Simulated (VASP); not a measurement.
# TiS2 (nc): density of states with PBE+D3(BJ)

TiS2 (nc):

```
CELL_PARAMETERS angstrom
3.36031 0.00000 0.00000
-1.68016 2.91012 0.00000
0.00000 0.00000 5.52162
ATOMIC_POSITIONS crystal
Ti 0.00000 0.00000 0.00000
S 0.33333 0.66667 0.25854
S 0.66667 0.33333 0.74146
```

```yaml
Program: VASP 6.6.1
Task: density of states
Functional: PBE
Dispersion: D3(BJ)
Potentials_or_basis: VASP PAW PBE potentials, release 64 (Ti_sv, S)
Cutoff: 400 eV
k_mesh: 15 × 15 × 8
Occupations: gaussian, width 0.1 eV
Spin: no spin polarisation
Dipole_correction: no
k_mesh_for_the_DOS: 23 × 23 × 12
Occupations_for_the_DOS: tetrahedron
Further_INCAR_settings: ALGO = Normal; EDIFF = 1e-06; NBANDS = 19
```

- Valence electrons inside the program's atomic spheres: Ti 10.22; S 3.74
- Dispersion energy per atom: -0.410 eV

Levels at points of the mesh, in eV from the Fermi level:
```tsv
k point	band 10	band 11	band 12	band 13	band 14	band 15
(0.00, 0.00, 0.00)	0.17	0.17	0.17	0.55	0.55	0.89
(0.00, 0.00, 0.50)	-2.70	-0.09	-0.09	0.52	0.52	1.60
```

It took 5 min on 1 thread of AMD EPYC 9R45 (Zen 5), with other jobs on the host, peak memory 0.44 GiB.
